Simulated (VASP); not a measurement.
# NaH (Fm-3m) in VASP: further runs, part 2 of 3

VASP 6.6.1.

### Step 3. Single point, PBE

This run uses another cell than the first one, of 14.11 Å³/atom, 1.064 times its volume.

The input, INCAR:

```
SYSTEM = NaH
PREC = Accurate
ENCUT = 520
EDIFF = 1E-6
ISMEAR = 0
SIGMA = 0.01
LREAL = .FALSE.
LASPH = .TRUE.
NELM = 100
ALGO = Normal
ISIF = 2
LWAVE = .FALSE.
LCHARG = .FALSE.
GGA = PE
NBANDS = 11
```

The input, KPOINTS:

```
regular mesh
0
G
  8 8 8
  0 0 0
```

The input, POSCAR:

```
NaH
1.0
    0.0000000000      2.4161697541      2.4161697541
    2.4161697541      0.0000000000      2.4161697541
    2.4161697541      2.4161697541      0.0000000000
Na H
1 1
Direct
    0.0000000000      0.0000000000      0.0000000000
    0.5000000000      0.5000000000      0.5000000000
```

Potentials or basis: VASP PAW PBE potentials, release 64 (Na_pv, H).

The run is started by

```
cat potpaw_PBE.64/Na_pv/POTCAR potpaw_PBE.64/H/POTCAR > POTCAR
mpirun -np 1 vasp_std > vasp.out
```

OUTCAR:

```text
SYSTEM = NaH
   PREC = Accurate
   ENCUT = 520
   EDIFF = 1E-6
   ISMEAR = 0
   LREAL = .FALSE.
   LASPH = .TRUE.
   NELM = 100
   ISIF = 2
   GGA = PE

 ion  position               nearest neighbor table
   1  0.000  0.000  0.000-
   2  0.500  0.500  0.500-

  LATTYP: Found a face centered cubic cell.
 ALAT       =     4.8323395082

  Lattice vectors:

 A1 = (   0.0000000000,   2.4161697541,   2.4161697541)
 A2 = (   2.4161697541,   0.0000000000,   2.4161697541)
 A3 = (   2.4161697541,   2.4161697541,   0.0000000000)

Analysis of symmetry for initial positions (statically):
=====================================================================
 Subroutine PRICEL returns:
 Original cell was already a primitive cell.

 Routine SETGRP: Setting up the symmetry group for a
 face centered cubic supercell.

 Subroutine GETGRP returns: Found 48 space group operations
 (whereof 48 operations were pure point group operations)
 out of a pool of 48 trial point group operations.

The static configuration has the point symmetry O_h .

Analysis of symmetry for dynamics (positions and initial velocities):
=====================================================================
 Subroutine PRICEL returns:
 Original cell was already a primitive cell.

 Routine SETGRP: Setting up the symmetry group for a
 face centered cubic supercell.

 Subroutine GETGRP returns: Found 48 space group operations
 (whereof 48 operations were pure point group operations)
 out of a pool of 48 trial point group operations.

The dynamic configuration has the point symmetry O_h .

 Subroutine INISYM returns: Found 48 space group operations
 (whereof 48 operations are pure point group operations),
 and found     1 'primitive' translations

----------------------------------------------------------------------------------------

                                     Primitive cell

  volume of cell :      28.2106

  direct lattice vectors                    reciprocal lattice vectors
     0.000000000  2.416169754  2.416169754    -0.206939102  0.206939102  0.206939102
     2.416169754  0.000000000  2.416169754     0.206939102 -0.206939102  0.206939102
     2.416169754  2.416169754  0.000000000     0.206939102  0.206939102 -0.206939102

  length of vectors
     3.416980035  3.416980035  3.416980035     0.358429039  0.358429039  0.358429039

  position of ions in fractional coordinates (direct lattice)
     0.000000000  0.000000000  0.000000000
     0.500000000  0.500000000  0.500000000

  ion indices of the primitive-cell ions
   primitive index   ion index
                 1           1
                 2           2

----------------------------------------------------------------------------------------

 KPOINTS: regular mesh

Automatic generation of k-mesh.
 Grid dimensions read from file:
 generate k-points for:    8    8    8

 Generating k-lattice:

  Cartesian coordinates                     Fractional coordinates (reciprocal lattice)
    -0.025867388  0.025867388  0.025867388     0.125000000  0.000000000  0.000000000
     0.025867388 -0.025867388  0.025867388     0.000000000  0.125000000  0.000000000
     0.025867388  0.025867388 -0.025867388     0.000000000  0.000000000  0.125000000

  Length of vectors
     0.044803630  0.044803630  0.044803630

  Shift w.r.t. Gamma in fractional coordinates (k-lattice)
     0.000000000  0.000000000  0.000000000

 Subroutine IBZKPT returns following result:
 ===========================================

 Found     29 irreducible k-points:

 Following reciprocal coordinates:
            Coordinates               Weight
  0.000000  0.000000  0.000000      1.000000
  0.125000  0.000000  0.000000      8.000000
  0.250000  0.000000  0.000000      8.000000
  0.375000  0.000000  0.000000      8.000000
  0.500000  0.000000  0.000000      4.000000
  0.125000  0.125000  0.000000      6.000000
[... 16 lines left out ...]
  0.500000  0.250000  0.125000     48.000000
 -0.375000  0.250000  0.125000     24.000000
 [... further k-points ...]
   k-points           NKPTS =     29   k-points in BZ     NKDIM =     29   number of bands    NBANDS=     11
   number of dos      NEDOS =    301   number of ions     NIONS =      2
   total plane-waves  NPLWV =  21952
   dimension x,y,z NGX =    28 NGY =   28 NGZ =   28
   dimension x,y,z NGXF=    56 NGYF=   56 NGZF=   56
   ions per type =               1   1
   NGX,Y,Z   is equivalent  to a cutoff of  13.62, 13.62, 13.62 a.u.
   NGXF,Y,Z  is equivalent  to a cutoff of  27.25, 27.25, 27.25 a.u.
 SYSTEM =  NaH
   PREC   = accura    normal or accurate (medium, high low for compatibility)
   ISTART =      0    job   : 0-new  1-cont  2-samecut
   ICHARG =      2    charge: 1-file 2-atom 10-const
   ISPIN  =      1    spin polarized calculation?
   LNONCOLLINEAR =      F non collinear calculations
   LSORBIT =      F    spin-orbit coupling
   LASPH  =      T    aspherical Exc in radial PAW
   ENCUT  =  520.0 eV  38.22 Ry    6.18 a.u.   6.35  6.35  6.35*2*pi/ulx,y,z
   NELM   =    100;   NELMIN=  2; NELMDL= -5     # of ELM steps
   EDIFF  = 0.1E-05   stopping-criterion for ELM
   LREAL  =      F    real-space projection
   EDIFFG = 0.1E-04   stopping-criterion for IOM
   NSW    =      0    number of steps for IOM
   IBRION =     -1    ionic relax: 0-MD 1-quasi-New 2-CG
   NFREE  =      0    steps in history (QN), initial steepest desc. (CG)
   ISIF   =      2    stress and relaxation
   ISYM   =      2    0-nonsym 1-usesym 2-fastsym
   POTIM  = 0.5000    time-step for ionic-motion
   TEBEG  =    0.0;   TEEND  =   0.0 temperature during run
   PSTRESS=    0.0 pullay stress
   NELECT =       8.0000    total number of electrons
   NUPDOWN=      -1.0000    fix difference up-down
   EMIN   =  10.00;   EMAX   =-10.00  energy-range for DOS
   EFERMI =   0.00;   METHOD = LEGACY
   ISMEAR =     0;   SIGMA  =   0.01  broadening in eV -4-tet -1-fermi 0-gaus
   EFERMI_NEDOS =   21; number of points for ismear=-14 and -15
   IALGO  =     38    algorithm
   IMIX   =      4    mixing-type and parameters
     AMIX     =   0.40;   BMIX     =  1.00
     AMIX_MAG =   1.60;   BMIX_MAG =  1.00
  volume/ion in A,a.u.               =      14.11        95.19
  Fermi-wavevector in a.u.,A,eV,Ry     =   1.075559  2.032511 15.739575  1.156826
  Thomas-Fermi vector in A             =   2.211418
   LORBIT       =      0    0 simple, 1 ext, 2 COOP (PROOUT), +10 PAW based schemes
   GGA     = PE    functional components
   LHFCALC =     F    Hartree Fock is set to
   AEXX    =    0.0000 exact exchange contribution
   IVDW    =     0    specifies the selected vdW correction
   LEPSILON=     F    determine dielectric tensor
   LRPA    =     F    only Hartree local field effects (RPA)
 non-spin polarized calculation
 Gauss-broadening in eV      SIGMA  =   0.01
  energy-cutoff  :      520.00
  volume of cell :       28.21
 maximum number of plane-waves:       775
 NGX is ok and might be reduce to    28
   NGX = 13   NGY = 13   NGZ = 13

 number of electron       7.9999999 magnetization

 Free energy of the ion-electron system (eV)
  ---------------------------------------------------
  ext. energy  EPLUGINS =         0.00000000
  ---------------------------------------------------
  free energy    TOTEN  =        -5.08761162 eV

  energy without entropy =       -5.08761162  energy(sigma->0) =       -5.08761162

 E-fermi :  -0.9604     XC(G=0):  -7.7703

 val. band max:       -1.1132923540   @ k =  -0.2500   0.5000   0.2500
 cond. band min:       2.6471853338   @ k =   0.5000   0.0000   0.0000
 fundamental gap:      3.7604776879
 Fermi energy:        -0.9604138405

 k-point     1 :       0.0000    0.0000    0.0000
  band No.  band energies     occupation
      1     -23.2155      2.00000
      2     -23.2155      2.00000
      3     -23.2155      2.00000
      4      -4.7312      2.00000
      5       9.3059      0.00000
      6      14.4897      0.00000
      7      14.4897      0.00000
      8      14.4897      0.00000
      9      15.3479      0.00000
     10      15.3479      0.00000
     11      15.3479      0.00000
[... 309 lines left out ...]
 k-point    24 :      -0.3750    0.2500    0.1250
  band No.  band energies     occupation
      1     -23.2947      2.00000
      2     -23.2499      2.00000
      3     -23.2343      2.00000
      4      -1.5961      2.00000
      5       3.4311      0.00000
      6       6.7065      0.00000
      7       9.9042      0.00000
      8      13.8086      0.00000
      9      15.0360      0.00000
     10      18.2562      0.00000
     11      20.3574      0.00000

 [... further k-points ...]
[... 5 lines left out ...]
  --------------------------------------------------------------------------------------
  -------------------------------------------------------------------------------------
  Total       -0.0058082     -0.0058082     -0.0058082      0.0000000      0.0000000      0.0000000
  in kB       -0.3298683     -0.3298683     -0.3298683      0.0000000      0.0000000      0.0000000
  external PRESSURE =      -0.3298683 kB  Pullay stress =       0.0000000 kB

 VOLUME and BASIS-vectors are now :
 -----------------------------------------------------------------------------
  energy-cutoff  :      520.00
  volume of cell :       28.21
      direct lattice vectors                 reciprocal lattice vectors
     0.000000000  2.416169754  2.416169754    -0.206939102  0.206939102  0.206939102
     2.416169754  0.000000000  2.416169754     0.206939102 -0.206939102  0.206939102
     2.416169754  2.416169754  0.000000000     0.206939102  0.206939102 -0.206939102

 POSITION                                       TOTAL-FORCE (eV/Angst)
 -----------------------------------------------------------------------------------
      0.00000      0.00000      0.00000         0.000000     -0.000000      0.000000
      2.41617      2.41617      2.41617        -0.000000      0.000000     -0.000000
 -----------------------------------------------------------------------------------
    total drift:                               -0.000000      0.000000      0.000000

  FREE ENERGIE OF THE ION-ELECTRON SYSTEM (eV)
  ---------------------------------------------------
  free  energy   TOTEN  =        -5.0876116174 eV

  energy  without entropy=       -5.0876116174  energy(sigma->0) =       -5.08761162
```

Wall time 16 s (1 thread of AMD EPYC 7R13, shared host); peak memory 0.12 GiB.

What came out:

* Free energy: -5.0876 eV
* Pressure: 0.0 GPa
* Band gap on the k mesh: 3.76 eV, indirect (least direct gap 4.62 eV)

Levels at points of the mesh, in eV from the valence-band top:
```csv
k point,band 2,band 3,band 4,band 5,band 6,band 7
"(0.00, 0.00, 0.00)",-22.10,-22.10,-3.62,10.42,15.60,15.60
"(0.50, 0.00, 0.00)",-22.11,-22.11,-0.86,3.76,10.78,13.38
"(0.50, 0.50, 0.00)",-22.13,-22.13,-0.18,4.64,10.03,10.67
```

A k mesh can miss the band edges. A hybrid or GW would open this gap; PBE tends to underestimate it.

### Step 4. Single point, PBE (volume changed by -3%)

The input, INCAR:

```
SYSTEM = NaH
  ALGO = Normal
  EDIFF = 1E-6
  ENCUT = 520
  GGA = PE
  ISIF = 2
  ISMEAR = 0
  LASPH = .TRUE.
  LCHARG = .TRUE.
  LELF = .TRUE.
  LREAL = .FALSE.
  LVHAR = .TRUE.
  LWAVE = .FALSE.
  NBANDS = 11
  NELM = 100
  PREC = Accurate
  SIGMA = 0.01
```

The input, KPOINTS:

```
k-points
0
G
  8 8 8
  0 0 0
```

The input, POSCAR:

```
NaH
1.0
    0.0000000000      2.3917623303      2.3917623303
    2.3917623303      0.0000000000      2.3917623303
    2.3917623303      2.3917623303      0.0000000000
Na H
1 1
Direct
    0.0000000000      0.0000000000      0.0000000000
    0.5000000000      0.5000000000      0.5000000000
```

The run is started by

```
cat potpaw_PBE.64/Na_pv/POTCAR potpaw_PBE.64/H/POTCAR > POTCAR
mpirun -np 1 vasp_std > vasp.out
```

Run time: 20 s. Hardware: 1 thread of AMD EPYC 7R13, shared host; peak memory 0.12 GiB.

Results (log left out):

- Free energy: -5.0855 eV
- Pressure: 0.7 GPa
- Band gap on the k mesh: 3.81 eV, indirect (least direct gap 4.68 eV)

Levels at points of the mesh, in eV from the valence-band top:
```csv
k point,band 1,band 2,band 3,band 4,band 5,band 6,band 7,band 8,band 9
"(0.00, 0.00, 0.00)",-22.05,-22.05,-22.05,-3.70,10.69,15.83,15.83,15.83,16.77
"(0.50, 0.00, 0.00)",-22.15,-22.06,-22.06,-0.87,3.81,10.99,13.57,13.57,16.70
"(0.50, 0.50, 0.00)",-22.14,-22.08,-22.08,-0.18,4.70,10.15,10.86,10.86,12.09
```

Caveat: the cell differs from its parent crystal (volume changed by -3%). A k mesh can miss the band edges.

[end of part 2 of 3]
